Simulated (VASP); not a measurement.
# Si2B2C (P4/mmm) in VASP: relaxation of cell and atoms with PBE

Aim: the relaxation of cell and atoms of Si2B2C with PBE.

Program: VASP 6.6.1. These are calculated values, not measurements. Logs are shortened: lines on timing, memory, paths and dates and some standing lists are left out, and cuts for length are marked.

## 1. The cell of the first run

The structure is tetragonal, space group P4/mmm (No. 123). Conventional cell: a = 4.409 Å, b = 4.409 Å, c = 2.817 Å, α = 90.00°, β = 90.00°, γ = 90.00°. Si (site symmetry mmm) has 6 B at 2.20 to 2.62 Å and 4 C at 2.62 Å and 2 Si at 2.82 Å within 2.9 Å. B (site symmetry 4/mmm) has 2 C at 1.41 Å within 1.9 Å. Within 3.5 Å of B (site symmetry 4/mmm) lie 8 Si at 2.62 Å and 10 B at 2.82 to 3.42 Å and 4 C at 3.12 Å. C (site symmetry 4/mmm) has 2 B at 1.41 Å within 1.9 Å.

The cell was built from a structure type or drawn by symmetry, and may not be a known phase.

## 2. Relaxation of cell and atoms, PBE

INCAR reads:

```
SYSTEM = Si2B2C
  PREC = Accurate
  ENCUT = 600
  EDIFF = 1E-6
  ISMEAR = 0
  SIGMA = 0.1
  LREAL = .False.
  LASPH = .True.
  NELM = 100
  ALGO = Normal
  ISIF = 3
  LWAVE = .False.
  LCHARG = .False.
  GGA = PE
  IBRION = 2
  NSW = 100
  EDIFFG = -0.01
```

KPOINTS reads:

```
regular mesh
0
Gamma
  8 8 14
  0 0 0
```

POSCAR reads:

```
Si2B2C
1.0
    4.4088382753      0.0000000000      0.0000000000
    0.0000000000      4.4088382753      0.0000000000
    0.0000000000      0.0000000000      2.8172004200
Si B C
2 2 1
Direct
    0.0000000000      0.5000000000      0.5000000000
    0.5000000000      0.0000000000      0.5000000000
    0.0000000000      0.0000000000      0.5000000000
    0.5000000000      0.5000000000      0.0000000000
    0.0000000000      0.0000000000      0.0000000000
```

Potentials or basis: VASP PAW PBE potentials, release 64 (Si, B, C).

Launch:

```sh
> cat potpaw_PBE.64/Si/POTCAR potpaw_PBE.64/B/POTCAR potpaw_PBE.64/C/POTCAR > POTCAR
> mpirun -np 1 vasp_std > vasp.out
```

OUTCAR:

```text
SYSTEM = Si2B2C
   PREC = Accurate
   ENCUT = 600
   EDIFF = 1E-6
   ISMEAR = 0
   LREAL = .False.
   LASPH = .True.
   NELM = 100
   ISIF = 3
   GGA = PE
   IBRION = 2
   NSW = 100
   EDIFFG = -0.01

 ion  position               nearest neighbor table
   1  0.000  0.500  0.500-   3 2.20   3 2.20   4 2.62   4 2.62   4 2.62   4 2.62   2 3.12   2 3.12
                             2 3.12   2 3.12
   2  0.500  0.000  0.500-   3 2.20   3 2.20   4 2.62   4 2.62   4 2.62   4 2.62   1 3.12   1 3.12
                             1 3.12   1 3.12
   3  0.000  0.000  0.500-   5 1.41   5 1.41   1 2.20   2 2.20   1 2.20   2 2.20
   4  0.500  0.500  0.000-   1 2.62   2 2.62   1 2.62   2 2.62   2 2.62   2 2.62   1 2.62   1 2.62

   5  0.000  0.000  0.000-   3 1.41   3 1.41

  LATTYP: Found a simple tetragonal cell.
 ALAT       =     4.4088382753
 C/A-ratio  =     0.6389892856

  Lattice vectors:

 A1 = (   4.4088382753,   0.0000000000,   0.0000000000)
 A2 = (   0.0000000000,   4.4088382753,   0.0000000000)
 A3 = (   0.0000000000,   0.0000000000,   2.8172004200)

Analysis of symmetry for initial positions (statically):
=====================================================================
 Subroutine PRICEL returns:
 Original cell was already a primitive cell.

 Routine SETGRP: Setting up the symmetry group for a
 simple tetragonal supercell.

 Subroutine GETGRP returns: Found 16 space group operations
 (whereof 16 operations were pure point group operations)
 out of a pool of 16 trial point group operations.

The static configuration has the point symmetry D_4h.

Analysis of symmetry for dynamics (positions and initial velocities):
=====================================================================
 Subroutine PRICEL returns:
 Original cell was already a primitive cell.

 Routine SETGRP: Setting up the symmetry group for a
 simple tetragonal supercell.

 Subroutine GETGRP returns: Found 16 space group operations
 (whereof 16 operations were pure point group operations)
 out of a pool of 16 trial point group operations.

The dynamic configuration has the point symmetry D_4h.

 Subroutine INISYM returns: Found 16 space group operations
 (whereof 16 operations are pure point group operations),
 and found     1 'primitive' translations

----------------------------------------------------------------------------------------

                                     Primitive cell

  volume of cell :      54.7603

  direct lattice vectors                    reciprocal lattice vectors
     4.408838275  0.000000000  0.000000000     0.226817120  0.000000000  0.000000000
     0.000000000  4.408838275  0.000000000     0.000000000  0.226817120  0.000000000
     0.000000000  0.000000000  2.817200420     0.000000000  0.000000000  0.354962321

  length of vectors
     4.408838275  4.408838275  2.817200420     0.226817120  0.226817120  0.354962321

  position of ions in fractional coordinates (direct lattice)
     0.000000000  0.500000000  0.500000000
     0.500000000  0.000000000  0.500000000
     0.000000000  0.000000000  0.500000000
     0.500000000  0.500000000  0.000000000
     0.000000000  0.000000000  0.000000000

  ion indices of the primitive-cell ions
   primitive index   ion index
                 1           1
                 2           2
                 3           3
                 4           4
                 5           5

----------------------------------------------------------------------------------------

 KPOINTS: regular mesh

Automatic generation of k-mesh.
 Grid dimensions read from file:
 generate k-points for:    8    8   14

 Generating k-lattice:

  Cartesian coordinates                     Fractional coordinates (reciprocal lattice)
     0.028352140  0.000000000  0.000000000     0.125000000  0.000000000  0.000000000
     0.000000000  0.028352140  0.000000000     0.000000000  0.125000000  0.000000000
     0.000000000  0.000000000  0.025354452     0.000000000  0.000000000  0.071428571

  Length of vectors
     0.028352140  0.028352140  0.025354452

  Shift w.r.t. Gamma in fractional coordinates (k-lattice)
     0.000000000  0.000000000  0.000000000

 Subroutine IBZKPT returns following result:
 ===========================================

 Found    120 irreducible k-points:

 Following reciprocal coordinates:
            Coordinates               Weight
  0.000000  0.000000  0.000000      1.000000
  0.125000  0.000000  0.000000      4.000000
  0.250000  0.000000  0.000000      4.000000
  0.375000  0.000000  0.000000      4.000000
  0.500000  0.000000  0.000000      2.000000
  0.125000  0.125000  0.000000      4.000000
[... 16 lines left out ...]
  0.375000  0.125000  0.071429     16.000000
  0.500000  0.125000  0.071429      8.000000
 [... further k-points ...]
   k-points           NKPTS =    120   k-points in BZ     NKDIM =    120   number of bands    NBANDS=     13
   number of dos      NEDOS =    301   number of ions     NIONS =      5
   total plane-waves  NPLWV =  31104
   dimension x,y,z NGX =    36 NGY =   36 NGZ =   24
   dimension x,y,z NGXF=    72 NGYF=   72 NGZF=   48
   ions per type =               2   2   1
   NGX,Y,Z   is equivalent  to a cutoff of  13.57, 13.57, 14.16 a.u.
   NGXF,Y,Z  is equivalent  to a cutoff of  27.15, 27.15, 28.33 a.u.
 SYSTEM =  Si2B2C
   PREC   = accura    normal or accurate (medium, high low for compatibility)
   ISTART =      0    job   : 0-new  1-cont  2-samecut
   ICHARG =      2    charge: 1-file 2-atom 10-const
   ISPIN  =      1    spin polarized calculation?
   LNONCOLLINEAR =      F non collinear calculations
   LSORBIT =      F    spin-orbit coupling
   LASPH  =      T    aspherical Exc in radial PAW
   ENCUT  =  600.0 eV  44.10 Ry    6.64 a.u.   8.81  8.81  5.63*2*pi/ulx,y,z
   NELM   =    100;   NELMIN=  2; NELMDL= -5     # of ELM steps
   EDIFF  = 0.1E-05   stopping-criterion for ELM
   LREAL  =      F    real-space projection
   EDIFFG = -.1E-01   stopping-criterion for IOM
   NSW    =    100    number of steps for IOM
   IBRION =      2    ionic relax: 0-MD 1-quasi-New 2-CG
   NFREE  =      1    steps in history (QN), initial steepest desc. (CG)
   ISIF   =      3    stress and relaxation
   ISYM   =      2    0-nonsym 1-usesym 2-fastsym
   POTIM  = 0.5000    time-step for ionic-motion
   TEBEG  =    0.0;   TEEND  =   0.0 temperature during run
   PSTRESS=    0.0 pullay stress
   NELECT =      18.0000    total number of electrons
   NUPDOWN=      -1.0000    fix difference up-down
   EMIN   =  10.00;   EMAX   =-10.00  energy-range for DOS
   EFERMI =   0.00;   METHOD = LEGACY
   ISMEAR =     0;   SIGMA  =   0.10  broadening in eV -4-tet -1-fermi 0-gaus
   EFERMI_NEDOS =   21; number of points for ismear=-14 and -15
   IALGO  =     38    algorithm
   IMIX   =      4    mixing-type and parameters
     AMIX     =   0.40;   BMIX     =  1.00
     AMIX_MAG =   1.60;   BMIX_MAG =  1.00
  volume/ion in A,a.u.               =      10.95        73.91
  Fermi-wavevector in a.u.,A,eV,Ry     =   1.129823  2.135055 17.367829  1.276499
  Thomas-Fermi vector in A             =   2.266517
   LORBIT       =      0    0 simple, 1 ext, 2 COOP (PROOUT), +10 PAW based schemes
   GGA     = PE    functional components
   LHFCALC =     F    Hartree Fock is set to
   AEXX    =    0.0000 exact exchange contribution
   IVDW    =     0    specifies the selected vdW correction
   LEPSILON=     F    determine dielectric tensor
   LRPA    =     F    only Hartree local field effects (RPA)
 conjugate gradient relaxation of ions
 non-spin polarized calculation
 Gauss-broadening in eV      SIGMA  =   0.10
  energy-cutoff  :      600.00
  volume of cell :       54.76
 maximum number of plane-waves:      1856
 NGX is ok and might be reduce to    36
   NGX = 17   NGY = 17   NGZ = 11

--------------------------------------- Ionic step        1  -------------------------------------------

 number of electron      17.9999999 magnetization

 Free energy of the ion-electron system (eV)
  ---------------------------------------------------
  ext. energy  EPLUGINS =         0.00000000
  ---------------------------------------------------
  free energy    TOTEN  =       -27.10451128 eV

  energy without entropy =      -27.09496000  energy(sigma->0) =      -27.09973564

------------------------ aborting loop because EDIFF is reached ----------------------------------------

  FORCE on cell =-STRESS in cart. coord.  units (eV):
  Direction    XX          YY          ZZ          XY          YZ          ZX
  --------------------------------------------------------------------------------------
  -------------------------------------------------------------------------------------
  Total        1.1977811      1.1977811     -1.7323088      0.0000000     -0.0000000      0.0000000
  in kB       35.0446687     35.0446687    -50.6838757      0.0000000     -0.0000000      0.0000000
  external PRESSURE =       6.4684872 kB  Pullay stress =       0.0000000 kB
[... 102 lines left out ...]
  energy  without entropy=      -27.1168295608  energy(sigma->0) =      -27.12101895

--------------------------------------- Ionic step        4  -------------------------------------------

 number of electron      18.0000000 magnetization

 Free energy of the ion-electron system (eV)
  ---------------------------------------------------
  ext. energy  EPLUGINS =         0.00000000
  ---------------------------------------------------
  free energy    TOTEN  =       -27.13033055 eV

  energy without entropy =      -27.12227687  energy(sigma->0) =      -27.12630371

 E-fermi :   7.5869     XC(G=0): -11.0902

 val. band max:        7.5781406220   @ k =   0.5000   0.5000   0.3571
 cond. band min:       7.5974230171   @ k =   0.5000   0.0000   0.5000
 fundamental gap:      0.0192823950
 Fermi energy:         7.5869091481

 k-point     1 :       0.0000    0.0000    0.0000
  band No.  band energies     occupation
      1      -8.3593      2.00000
      2      -1.9130      2.00000
      3      -0.4238      2.00000
      4      -0.4238      2.00000
      5       0.3730      2.00000
      6       0.5034      2.00000
      7       5.2362      2.00000
      8       5.2362      2.00000
      9       6.1143      2.00000
     10      11.0485      0.00000
     11      11.1962      0.00000
     12      11.7447      0.00000
     13      13.4591      0.00000
[... 353 lines left out ...]
 k-point    24 :       0.5000    0.1250    0.0714
  band No.  band energies     occupation
      1      -7.7626      2.00000
      2      -4.0207      2.00000
      3      -1.2281      2.00000
      4       0.2147      2.00000
      5       1.1361      2.00000
      6       1.5994      2.00000
      7       4.3556      2.00000
      8       6.7192      2.00000
      9       8.4361      0.00000
     10      10.2004      0.00000
     11      10.5039      0.00000
     12      12.4281      0.00000
     13      12.5907      0.00000

 [... further k-points ...]

------------------------ aborting loop because EDIFF is reached ----------------------------------------

  FORCE on cell =-STRESS in cart. coord.  units (eV):
  Direction    XX          YY          ZZ          XY          YZ          ZX
  --------------------------------------------------------------------------------------
  -------------------------------------------------------------------------------------
  Total        0.0006155      0.0006155     -0.0090722      0.0000000     -0.0000000      0.0000000
  in kB        0.0176175      0.0176175     -0.2596773      0.0000000     -0.0000000      0.0000000
  external PRESSURE =      -0.0748141 kB  Pullay stress =       0.0000000 kB
[... 20 lines left out ...]
  FREE ENERGIE OF THE ION-ELECTRON SYSTEM (eV)
  ---------------------------------------------------
  free  energy   TOTEN  =       -27.1303305469 eV

  energy  without entropy=      -27.1222768687  energy(sigma->0) =      -27.12630371

 reached required accuracy - stopping structural energy minimisation
```

Run time: 78 s. Hardware: 1 thread of Intel Xeon 6975P-C (Granite Rapids), shared host; peak memory 0.25 GiB.

Results:

```
Free energy                           : -27.1303 eV
Relaxed volume                        : 11.19 Å³/atom
Relaxed cell                          : a = 4.475 Å, b = 4.475 Å, c = 2.795 Å, α = 90.00°, β = 90.00°, γ = 90.00°
Space group after relaxing (to 0.1 Å) : P4/mmm (No. 123)
Energy gained by relaxing             : 5.2 meV/atom
Ionic steps                           : 4
Pressure after relaxing               : 0.0 GPa
Band gap on the k mesh                : zero (bands 9 and 10 overlap by 4.46 eV)
```

Step by step:
```tsv
step	energy change (eV)	largest force (eV/Å)	pressure (GPa)	volume (Å³)
1	0.0000	0.0000	0.65	54.76
2	-0.0163	0.0000	2.35	55.10
3	-0.0207	0.0000	1.77	55.00
4	-0.0258	0.0000	-0.01	55.97
```

Final structure:
```
Si B C
1.0
     4.47536    0.00000    0.00000
     0.00000    4.47536    0.00000
     0.00000    0.00000    2.79469
Si B C
2 2 1
Cartesian
  0.0000 2.2377 1.3973
  2.2377 0.0000 1.3973
  0.0000 0.0000 1.3973
  2.2377 2.2377 2.7947
  0.0000 0.0000 0.0000
```

Levels at points of the mesh, in eV from the Fermi level:
| k point | band 5 | band 6 | band 7 | band 8 | band 9 | band 10 | band 11 | band 12 | band 13 |
| --- | --- | --- | --- | --- | --- | --- | --- | --- | --- |
| (0.00, 0.00, 0.00) | -7.21 | -7.08 | -2.35 | -2.35 | -1.47 | 3.46 | 3.61 | 4.16 | 5.87 |
| (0.50, 0.00, 0.00) | -7.19 | -5.79 | -4.03 | -1.20 | 0.67 | 3.15 | 3.61 | 4.72 | 5.47 |
| (0.50, 0.50, 0.00) | -7.17 | -2.10 | -2.10 | 0.39 | 2.25 | 3.33 | 3.47 | 3.47 | 4.24 |
| (0.00, 0.00, 0.50) | -4.02 | -4.02 | -3.09 | -3.05 | -3.05 | -2.14 | 1.13 | 1.13 | 1.99 |
| (0.50, 0.00, 0.50) | -3.60 | -3.58 | -3.45 | -2.55 | -1.84 | -1.76 | 0.01 | 0.54 | 2.50 |
| (0.50, 0.50, 0.50) | -5.79 | -5.79 | -4.91 | -4.79 | 1.17 | 1.17 | 2.96 | 3.56 | 3.56 |
